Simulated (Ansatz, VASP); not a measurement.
## One calculation of AgCl, two programs

INCAR

```
SYSTEM = AgCl
  PREC = Accurate
  ENCUT = 520
  EDIFF = 1E-6
  ISMEAR = 0
  SIGMA = 0.05
  LREAL = .False.
  LASPH = .True.
  NELM = 100
  ALGO = Normal
  ISIF = 2
  LWAVE = .False.
  LCHARG = .False.
  GGA = PS
  NBANDS = 16
```

Contents of KPOINTS:

```
Automatic mesh
0
Gamma
  10 10 10
  0 0 0
```

File POSCAR:

```
AgCl
1.0
    3.3311591989      0.0000000000     -0.2748206339
    0.0000000000      3.3311591989     -0.2748206339
   -0.2748206339     -0.2748206339      3.3311591989
Ag Cl
1 1
Direct
    0.0000000000      0.0000000000      0.0000000000
    0.5000000000      0.5000000000      0.5000000000
```

Input for Ansatz:

```yaml
crystal:
  lattice:
    - [3.3311591989, 0.0, -0.2748206339]
    - [0.0, 3.3311591989, -0.2748206339]
    - [-0.2748206339, -0.2748206339, 3.3311591989]
  atoms:
    - { symbol: Ag, position: [0.0, 0.0, 0.0] }
    - { symbol: Cl, position: [0.5, 0.5, 0.5] }
basis:
  ecutwfc: 420
kpoints:
  mp_grid: { grid: [10, 10, 10] }
hamiltonian:
  xc: pbesol
scf:
  occupations: { method: gaussian, width: 0.05 }
output:
  forces: true
  stress: true
  eigenvalues: true
```

Change from the starting cell: engineering shear strain xz -0.1650, engineering shear strain yz -0.1650.

Alike in both runs: task single point; functional PBEsol; k mesh 10 × 10 × 10; occupations gaussian, width 0.05 eV; no spin polarisation.

|  | VASP | Ansatz |
| --- | --- | --- |
| version | VASP 6.6.1 | Ansatz 0.2.0 |
| potentials or method | VASP PAW PBE potentials, release 64 (Ag, Cl), cutoff 520 eV | scalar-relativistic, plane waves, PAW |
| valence electrons in the cell | 18 | 26 |

Ansatz gave:

| Property | Result |
| --- | --- |
| gap on the k mesh at the Fermi level (eV) | 0.20 |
| least direct gap on the mesh (eV) | 2.23 |
| pressure (GPa) | 2.9 |
| traceless stress, the component that is largest in VASP (GPa) | 0.84 |

Task: Estimate VASP's values.

Result: gap on the k mesh at the Fermi level (eV): 0.20; least direct gap on the mesh (eV): 2.23; pressure (GPa): 2.8; traceless stress, the component that is largest in VASP (GPa): 0.82.

VASP's potentials were made for PBE, not for PBEsol. VASP's potentials hold 18 valence electrons a cell and Ansatz's 26, so a difference there can come from the potentials and not from the codes.
